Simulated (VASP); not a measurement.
Set up this calculation in VASP 6.6.1, as the native input.

```
Task                   : single point
Functional             : LDA
Potentials or basis    : VASP PAW LDA potentials, release 64 (Y_sv, In_d)
Cutoff                 : 520 eV
k mesh                 : 3 × 5 × 1
Occupations            : fermi-dirac, width 0.1 eV
Spin                   : no spin polarisation
Dipole correction      : yes
Further INCAR settings : ALGO = Normal; EDIFF = 1e-06; NBANDS = 58
```

The structure of YIn lies in POSCAR:

```
YIn
1.0
    5.3881536726      0.0000000000      0.0000000000
    0.0000000000      3.8100000000      0.0000000000
    0.0000000000      0.0000000000     20.0822305090
Y In
4 4
Direct
    0.5000000000      0.5000000000      0.2987715930
    1.0000000000      0.5000000000      0.4329238643
    0.5000000000      0.5000000000      0.5670761357
    0.0000000000      0.5000000000      0.7012284070
    0.0000000000      0.0000000000      0.2987715930
    0.5000000000      0.0000000000      0.4329238643
    0.0000000000      0.0000000000      0.5670761357
    0.5000000000      0.0000000000      0.7012284070
```

One way to write it, as run:

INCAR

```
  PREC = Accurate
  ENCUT = 520
  EDIFF = 1E-6
  ISMEAR = -1
  SIGMA = 0.1
  LREAL = F
  LASPH = T
  NELM = 100
  ALGO = Normal
  ISIF = 2
  LWAVE = F
  LCHARG = F
  LDIPOL = T
  IDIPOL = 3
  DIPOL = 0.5 0.5 0.500
  GGA = CA
  NBANDS = 58
```

KPOINTS

```
Automatic mesh
0
Gamma
  3 5 1
```

Potentials or basis: VASP PAW LDA potentials, release 64 (Y_sv, In_d).

Launch:

```console
$ cat potpaw_LDA.64/Y_sv/POTCAR potpaw_LDA.64/In_d/POTCAR > POTCAR
$ mpirun -np 1 vasp_std > vasp.out
```

It gave:

The largest force is 0.433 eV/Å. The band gap on the k mesh is zero (bands 48 and 49 overlap by 0.01 eV).

Caveat: the k points lie up to 0.39 Å⁻¹ apart; spin-orbit coupling is left out, which moves the levels of the heavy elements.

Wall time 5.3 min on 1 thread of Intel(R) Xeon(R) Platinum 8488C (Sapphire Rapids), on a shared host, peak memory 0.37 GiB.
